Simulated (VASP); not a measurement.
Zn5S6 (a cell with a defect): single point with PBE

System: Zn5S6 (a cell with a defect).

```
CELL_PARAMETERS angstrom
0.00000 0.00000 -6.30464
-5.76610 -3.32906 0.00000
0.00000 6.65812 0.00000
ATOMIC_POSITIONS crystal
Zn 0.00583 0.00000 0.33333
Zn 0.00583 0.33333 0.00000
Zn 0.49661 0.33776 0.33776
Zn 0.49661 0.66667 0.99557
Zn 0.49661 0.99557 0.66667
S 0.62068 0.66667 0.66667
S 0.62576 0.00000 0.33333
S 0.62576 0.33333 0.00000
S 0.12553 0.32895 0.32895
S 0.12553 0.66667 0.00439
S 0.12553 0.00439 0.66667
```

This cell differs from its parent crystal: atoms taken out, then relaxed in part.

```json
{
 "Program": "VASP 6.6.1",
 "Task": "single point",
 "Functional": "PBE",
 "Potentials or basis": "VASP PAW PBE potentials, release 64 (Zn, S)",
 "Cutoff": "520 eV",
 "k mesh": "2 × 2 × 2",
 "Occupations": "gaussian, width 0.01 eV",
 "Spin": "collinear spin",
 "Starting moments": "[0.0, 0.0, 0.0, 0.0, 0.0, 0.5, 0.0, 0.0, 0.5, 0.5, 0.5] μB",
 "Dipole correction": "no",
 "Further INCAR settings": "ALGO = Normal; EDIFF = 1e-06; NBANDS = 63"
}
```

| Item | Value |
| --- | --- |
| Pressure | -1.5 GPa |
| Largest force | 0.025 eV/Å |
| Net moment | 0.75 μB per cell |
| Site moments | Zn +0.01; S +0.13, +0.02, +0.10 (each value once) μB |
| Valence electrons inside the program's atomic spheres | Zn 10.77, 10.76 (each value once); S 3.69, 3.72, 3.67 (each value once) |

Forces on the atoms (eV/Å):
```
Zn   0.000  0.000 -0.005
Zn   0.000  0.000 -0.005
Zn  -0.004  0.002  0.000
Zn   0.000 -0.005  0.000
Zn   0.004  0.002  0.000
S    0.000  0.000 -0.025
S    0.000  0.000 -0.004
S    0.000  0.000 -0.004
S   -0.014  0.008  0.014
S    0.000 -0.016  0.014
S    0.014  0.008  0.014
```

Stress tensor (GPa, compression positive):
```
-1.70  0.00  0.00
 0.00 -1.70  0.00
 0.00  0.00 -0.99
```

Levels at points of the mesh, in eV from the Fermi level:
Spin up:
| k point | band 46 | band 47 | band 48 | band 49 | band 50 | band 51 |
| --- | --- | --- | --- | --- | --- | --- |
| (0.00, 0.00, 0.00) | -0.35 | 0.31 | 0.41 | 0.41 | 2.83 | 4.09 |
| (0.50, 0.00, 0.00) | -0.13 | -0.13 | 0.16 | 0.16 | 3.86 | 4.69 |
| (0.00, 0.50, 0.00) | -0.43 | -0.27 | -0.14 | -0.07 | 4.31 | 4.65 |
| (0.50, 0.50, 0.00) | -0.80 | -0.58 | -0.37 | -0.34 | 4.13 | 4.41 |
Spin down:
```csv
k point,band 44,band 45,band 46,band 47,band 48,band 49,band 50,band 51
"(0.00, 0.00, 0.00)",-0.93,-0.27,-0.27,0.50,0.52,0.52,2.88,4.14
"(0.50, 0.00, 0.00)",-0.78,-0.09,-0.09,-0.06,0.30,0.30,3.91,4.74
"(0.00, 0.50, 0.00)",-0.74,-0.47,-0.37,-0.13,0.08,0.11,4.34,4.69
"(0.50, 0.50, 0.00)",-1.06,-1.03,-0.67,-0.41,-0.19,-0.13,4.16,4.45
```

It took 75 s on 1 thread of Intel(R) Xeon(R) 6975P-C (Granite Rapids), with other jobs on the host, peak memory 0.45 GiB.

Caveat: the k points lie up to 0.54 Å⁻¹ apart; the cell differs from its parent crystal (atoms taken out, then relaxed in part); a moment this small can come from the mesh or the smearing.
